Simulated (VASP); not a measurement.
PtSe2:

```
Pt Se
1.0
     3.79704    0.00000    0.00000
    -1.89852    3.28833    0.00000
     0.00000    0.00000    5.16128
Pt Se
1 2
Direct
  0.00000 0.00000 0.00000
  0.66667 0.33333 0.75000
  0.33333 0.66667 0.25000
```

Base run:

* Program: VASP 6.6.1
* Functional: r2SCAN
* Dispersion: rVV10
* Potentials or basis: VASP PAW PBE potentials, release 64 (Pt, Se)
* Cutoff: 520 eV
* k mesh: 8 × 8 × 5
* Occupations: fermi-dirac, width 0.05 eV
* Spin: no spin polarisation

Its results: band gap on the k mesh zero (bands 11 and 12 overlap by 0.17 eV); pressure -3.4 GPa; largest force 0.229 eV/Å.

The run is repeated on the same cell with these changes: dispersion from rVV10 to none. What comes out?

Band gap on the k mesh zero (bands 11 and 12 overlap by 0.16 eV); pressure -2.5 GPa; largest force 0.283 eV/Å.

Dispersion adds attraction, which lowers the pressure at fixed volume.

Caveats: the PAW data sets were made with another functional, which shifts forces and pressure a little; spin-orbit coupling is left out, which moves the levels of the heavy elements; the cell stands under tension (at least some runs).
